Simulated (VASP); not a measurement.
Wanted: the native input for a VASP 6.6.1 run.

* Task: relaxation of cell and atoms
* Functional: LDA
* Potentials or basis: VASP PAW LDA potentials, release 64 (Cd, S)
* Cutoff: 600 eV
* k mesh: 8 × 8 × 8
* Occupations: gaussian, width 0.02 eV
* Spin: no spin polarisation
* Dipole correction: no
* Further INCAR settings: ALGO = Normal; EDIFF = 1e-07; IBRION = 2; EDIFFG = -0.005; NSW = 100; ISIF = 3

The structure of CdS lies in POSCAR:

```
CdS
1.0
    0.0000000000      2.9165000000      2.9165000000
    2.9165000000      0.0000000000      2.9165000000
    2.9165000000      2.9165000000      0.0000000000
Cd S
1 1
Direct
    0.0000000000      0.0000000000      0.0000000000
    0.2500000000      0.2500000000      0.2500000000
```

One way to write it, as run:

INCAR

```
SYSTEM = CdS
ALGO = Normal ; EDIFF = 1E-7
EDIFFG = -0.005 ; ENCUT = 600
IBRION = 2 ; ISIF = 3
ISMEAR = 0 ; LASPH = .True.
LCHARG = .False. ; LREAL = .False.
LWAVE = .False. ; NELM = 100
NSW = 100 ; PREC = Accurate
SIGMA = 0.02
```

KPOINTS

```
k-points
0
Gamma
  8 8 8
  0 0 0
```

Potentials or basis: VASP PAW LDA potentials, release 64 (Cd, S).

Command:

```sh
$ cat potpaw_LDA.64/Cd/POTCAR potpaw_LDA.64/S/POTCAR > POTCAR
$ mpirun -np 1 vasp_std > vasp.out
```

Results of the run:

```json
{"Relaxed volume": "24.02 Å³/atom", "Relaxed cell": "a = 4.081 Å, b = 4.081 Å, c = 4.081 Å, α = 60.00°, β = 60.00°, γ = 60.00°", "Space group after relaxing (to 0.1 Å)": "F-43m (No. 216)", "Energy gained by relaxing": "5.1 meV/atom", "Ionic steps": "3", "Pressure after relaxing": "0.0 GPa", "Band gap on the k mesh": "0.96 eV"}
```

Run time: 2.2 min on 1 thread of Intel Xeon 8259CL (shared host), peak memory 0.2 GiB.
